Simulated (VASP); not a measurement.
Write the native input for VASP 6.6.1 that does the following.

```yaml
Task: relaxation of cell and atoms
Functional: PBE
Potentials_or_basis: VASP PAW PBE potentials, release 64 (W_sv, Si)
Cutoff: 600 eV
k_mesh: 10 × 10 × 8
Occupations: fermi-dirac, width 0.05 eV
Spin: no spin polarisation
Target_pressure: 170 GPa
Dipole_correction: no
Further_INCAR_settings: ALGO = Normal; EDIFF = 1e-06; IBRION = 2; EDIFFG = -0.005; NSW = 32; ISIF = 3
```

The structure of Si2W (AlB2 type) lies in POSCAR:

```
Si2W
1.0
    3.7373702882      0.0000000000      0.0000000000
   -1.8686851441      3.2366576129      0.0000000000
    0.0000000000      0.0000000000      2.3600859928
W Si
1 2
Direct
    0.0000000000      0.0000000000      0.0000000000
    0.3333333333      0.6666666667      0.5000000000
    0.6666666667      0.3333333333      0.5000000000
```

The input as run:

INCAR

```
SYSTEM = Si2W
  PREC = Accurate
  ENCUT = 600
  EDIFF = 1E-6
  ISMEAR = -1
  SIGMA = 0.05
  LREAL = .False.
  LASPH = .True.
  NELM = 60
  ALGO = Normal
  ISIF = 3
  LWAVE = .False.
  LCHARG = .False.
  GGA = PE
  IBRION = 2
  NSW = 32
  EDIFFG = -0.005
  PSTRESS = 1700.0
```

KPOINTS

```
Automatic mesh
0
Gamma
  10 10 8
  0 0 0
```

Potentials or basis: VASP PAW PBE potentials, release 64 (W_sv, Si).

Launch:

```bash
$ cat potpaw_PBE.64/W_sv/POTCAR potpaw_PBE.64/Si/POTCAR > POTCAR
$ mpirun -np 1 vasp_std > vasp.out
```

Results of the run:

```yaml
Relaxed_volume: 9.53 Å³/atom
Relaxed_cell: a = 3.737 Å, b = 3.737 Å, c = 2.364 Å, α = 90.00°, β = 90.00°, γ = 120.00°
Space_group_after_relaxing_to_0.05_Å: P6/mmm (No. 191)
Energy_change_on_relaxing_the_enthalpy_is_what_falls: -14.1 meV/atom
Ionic_steps: 5
Pressure_after_relaxing: 170.0 GPa
Band_gap_on_the_k_mesh: zero (band 11 reaches 19.74 eV, above the bottom of band 12 at 15.43 eV)
```

Caveat: the cell is relaxed towards a set pressure, so the enthalpy falls and the energy may rise; spin-orbit coupling is left out, which moves the levels of the heavy elements.

Run time: 4.1 min on 1 thread of AMD EPYC 7R13, with other jobs on the host, peak memory 0.15 GiB.
